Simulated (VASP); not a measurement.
# GaSb (F-43m) in VASP: single point with LDA

Aim: the single point of GaSb with LDA.

All numbers are computed with VASP 6.6.1; they aren't measurements. Logs are shortened: lines on timing, memory, paths and dates and some standing lists are left out, and cuts for length are marked.

## Step 1: The cell of the first run

The structure is cubic, space group F-43m (No. 216). The conventional cell has a = 6.118 Å, b = 6.118 Å, c = 6.118 Å, α = 90.00°, β = 90.00°, γ = 90.00°. Ga (site symmetry -43m) has 4 Sb at 2.65 Å within 3.5 Å. Sb (site symmetry -43m) has 4 Ga at 2.65 Å within 3.5 Å.

## Step 2: Single point, LDA, non-collinear spin, zero start, spin-orbit coupling

Contents of INCAR:

```
PREC = Accurate
ENCUT = 500
EDIFF = 1E-6
ISMEAR = 0
SIGMA = 0.01
LREAL = False
LASPH = True
NELM = 200
ALGO = Normal
ISIF = 2
LWAVE = False
LCHARG = False
MAGMOM = 0 0 0 0 0 0
LORBIT = 11
LSORBIT = True
GGA_COMPAT = False
LORBMOM = True
GGA = CA
NBANDS = 30
```

Contents of KPOINTS:

```
regular mesh
0
Gamma
  6 6 6
```

Contents of POSCAR:

```
GaSb
1.0
    4.3260790000      0.0000000000      0.0000000000
    2.1630395000      3.7464943128      0.0000000000
    2.1630395000      1.2488314376      3.5322287123
Ga Sb
1 1
Direct
    0.0000000000      0.0000000000      0.0000000000
    0.2500000000      0.2500000000      0.2500000000
```

Potentials or basis: VASP PAW LDA potentials, release 64 (Ga_d, Sb).

On the command line:

```console
cat potpaw_LDA.64/Ga_d/POTCAR potpaw_LDA.64/Sb/POTCAR > POTCAR
mpirun -np 1 vasp_ncl > vasp.out
```

OUTCAR:

```text
PREC = Accurate
   ENCUT = 500
   EDIFF = 1E-6
   ISMEAR = 0
   LREAL = False
   LASPH = True
   NELM = 200
   ISIF = 2
   LORBIT = 11
   LSORBIT = True
   GGA = CA

 ion  position               nearest neighbor table
   1  0.000  0.000  0.000-   2 2.65   2 2.65   2 2.65   2 2.65
   2  0.250  0.250  0.250-   1 2.65   1 2.65   1 2.65   1 2.65

  LATTYP: Found a face centered cubic cell.
 ALAT       =     6.1179995937

  Lattice vectors:

 A1 = (   4.3260790000,   0.0000000000,   0.0000000000)
 A2 = (   2.1630395000,   3.7464943128,   0.0000000000)
 A3 = (   2.1630395000,   1.2488314376,   3.5322287123)

Analysis of symmetry for initial positions (statically):
=====================================================================
 Subroutine PRICEL returns:
 Original cell was already a primitive cell.

 Routine SETGRP: Setting up the symmetry group for a
 face centered cubic supercell.

 Subroutine GETGRP returns: Found 24 space group operations
 (whereof 24 operations were pure point group operations)
 out of a pool of 48 trial point group operations.

The static configuration has the point symmetry T_d .

Analysis of symmetry for dynamics (positions and initial velocities):
=====================================================================
 Subroutine PRICEL returns:
 Original cell was already a primitive cell.

 Routine SETGRP: Setting up the symmetry group for a
 face centered cubic supercell.

 Subroutine GETGRP returns: Found 24 space group operations
 (whereof 24 operations were pure point group operations)
 out of a pool of 48 trial point group operations.

The dynamic configuration has the point symmetry T_d .

Analysis of structural, dynamic, and magnetic symmetry:
=====================================================================
 Subroutine PRICEL returns:
 Original cell was already a primitive cell.

 Routine SETGRP: Setting up the symmetry group for a
 face centered cubic supercell.

 Subroutine GETGRP returns: Found 24 space group operations
 (whereof 24 operations were pure point group operations)
 out of a pool of 48 trial point group operations.

The overall configuration has the point symmetry T_d .

 Subroutine INISYM returns: Found 24 space group operations
 (whereof 24 operations are pure point group operations),
 and found     1 'primitive' translations
[... 897 lines left out ...]
      0.00000      0.00000      0.00000        -0.000000      0.000000      0.000000
      2.16304      1.24883      0.88306         0.000000     -0.000000     -0.000000
 -----------------------------------------------------------------------------------
    total drift:                                0.000000      0.000000      0.000000

  FREE ENERGIE OF THE ION-ELECTRON SYSTEM (eV)
  ---------------------------------------------------
  free  energy   TOTEN  =        -8.7046404103 eV

  energy  without entropy=       -8.7045881705  energy(sigma->0) =       -8.70461429

 orbital moment (x)

 # of ion     p       d       tot
 ----------------------------------------
  1        -0.000  -0.000  -0.000
  2         0.000   0.000   0.000
 ----------------------------------------
            0.000  -0.000  -0.000

 orbital moment (y)

 # of ion     p       d       tot
 ----------------------------------------
  1         0.000   0.000   0.000
  2         0.000  -0.000   0.000
 ----------------------------------------
            0.000  -0.000   0.000

 orbital moment (z)

 # of ion     p       d       tot
 ----------------------------------------
  1         0.000   0.000   0.000
  2         0.000   0.000   0.000
 ----------------------------------------
            0.000   0.000   0.000

 Spin-Orbit-Coupling matrix elements

 Ion:    1  E_soc:     -0.0127821
 l=   1
     0.0000000    -0.0013071    -0.0013071
    -0.0013071     0.0000000    -0.0013071
    -0.0013071    -0.0013071     0.0000000
 l=   2
     0.0000000    -0.0001677     0.0000000    -0.0001677    -0.0006503
    -0.0001677     0.0000000    -0.0004877    -0.0001729    -0.0001677
     0.0000000    -0.0004877     0.0000000    -0.0004877     0.0000000
    -0.0001677    -0.0001729    -0.0004877     0.0000000    -0.0001677
    -0.0006503    -0.0001677     0.0000000    -0.0001677     0.0000000
 l=   3
     0.0000000     0.0000000     0.0000000     0.0000000     0.0000000     0.0000000     0.0000000
     0.0000000     0.0000000     0.0000000     0.0000000     0.0000000     0.0000000     0.0000000
     0.0000000     0.0000000     0.0000000     0.0000000     0.0000000     0.0000000     0.0000000
     0.0000000     0.0000000     0.0000000     0.0000000     0.0000000     0.0000000     0.0000000
     0.0000000     0.0000000     0.0000000     0.0000000     0.0000000     0.0000000     0.0000000
     0.0000000     0.0000000     0.0000000     0.0000000     0.0000000     0.0000000     0.0000000
     0.0000000     0.0000000     0.0000000     0.0000000     0.0000000     0.0000000     0.0000000

 Ion:    2  E_soc:     -0.1328422
 l=   1
     0.0000000    -0.0219601    -0.0219601
    -0.0219601     0.0000000    -0.0219601
    -0.0219601    -0.0219601     0.0000000
 l=   2
     0.0000000    -0.0000274     0.0000000    -0.0000274    -0.0001673
    -0.0000274     0.0000000    -0.0001255    -0.0000130    -0.0000274
     0.0000000    -0.0001255     0.0000000    -0.0001255     0.0000000
    -0.0000274    -0.0000130    -0.0001255     0.0000000    -0.0000274
    -0.0001673    -0.0000274     0.0000000    -0.0000274     0.0000000
 l=   3
     0.0000000     0.0000000     0.0000000     0.0000000     0.0000000     0.0000000     0.0000000
     0.0000000     0.0000000     0.0000000     0.0000000     0.0000000     0.0000000     0.0000000
     0.0000000     0.0000000     0.0000000     0.0000000     0.0000000     0.0000000     0.0000000
     0.0000000     0.0000000     0.0000000     0.0000000     0.0000000     0.0000000     0.0000000
     0.0000000     0.0000000     0.0000000     0.0000000     0.0000000     0.0000000     0.0000000
     0.0000000     0.0000000     0.0000000     0.0000000     0.0000000     0.0000000     0.0000000
     0.0000000     0.0000000     0.0000000     0.0000000     0.0000000     0.0000000     0.0000000

 total charge

# of ion       s       p       d       tot
------------------------------------------
    1        0.920   0.768   9.962  11.651
    2        1.138   1.348   0.029   2.514
--------------------------------------------------
tot          2.058   2.116   9.991  14.165

 magnetization (x)

# of ion       s       p       d       tot
------------------------------------------
    1       -0.000   0.000   0.000   0.000
    2        0.000   0.000   0.000   0.000
--------------------------------------------------
tot         -0.000   0.000   0.000   0.000

 magnetization (y)

# of ion       s       p       d       tot
------------------------------------------
    1        0.000   0.000   0.000   0.000
    2        0.000   0.000   0.000   0.000
--------------------------------------------------
tot          0.000   0.000   0.000   0.000

 magnetization (z)

# of ion       s       p       d       tot
------------------------------------------
    1       -0.000  -0.000   0.000  -0.000
    2        0.000   0.000   0.000   0.000
--------------------------------------------------
tot         -0.000  -0.000   0.000  -0.000
```

OSZICAR:

```text
N       E                     dE             d eps       ncg     rms          rms(c)
DAV:   1     0.124042962038E+03    0.12404E+03   -0.78270E+03  1408   0.146E+03
DAV:   2     0.713148512484E+01   -0.11691E+03   -0.11146E+03  1434   0.404E+02
DAV:   3    -0.828379668853E+01   -0.15415E+02   -0.15242E+02  1576   0.110E+02
DAV:   4    -0.881579016174E+01   -0.53199E+00   -0.53087E+00  1560   0.223E+01
DAV:   5    -0.882924427420E+01   -0.13454E-01   -0.13452E-01  1642   0.339E+00    0.379E+00
DAV:   6    -0.874020138848E+01    0.89043E-01   -0.77783E-02  1888   0.452E+00    0.212E+00
DAV:   7    -0.870719346320E+01    0.33008E-01   -0.37722E-02  1490   0.150E+00    0.135E+00
DAV:   8    -0.870460497958E+01    0.25885E-02   -0.59770E-03  1540   0.606E-01    0.230E-01
DAV:   9    -0.870459616646E+01    0.88131E-05   -0.54093E-04  1690   0.230E-01    0.594E-02
DAV:  10    -0.870463003041E+01   -0.33864E-04   -0.91619E-05  1530   0.747E-02    0.149E-02
DAV:  11    -0.870464060703E+01   -0.10577E-04   -0.84004E-06  1518   0.283E-02    0.100E-02
DAV:  12    -0.870464041027E+01    0.19676E-06   -0.64304E-07  1180   0.758E-03
   1 F= -.87046404E+01 E0= -.87046143E+01  d E =-.522398E-04  mag=    -0.0000     0.0000    -0.0000
```

Wall time 65 s (1 thread of Intel Xeon 8259CL, shared host); peak memory 0.28 GiB.

What came out:

- Free energy: -8.7046 eV
- Pressure: -1.4 GPa
- Net moment: 0.00 μB per cell
- Valence electrons inside the program's atomic spheres: Ga 11.65; Sb 2.51

Moments on the atoms (μB; x, y, z):
```
Ga  0.00 0.00 0.00
Sb  0.00 0.00 0.00
```
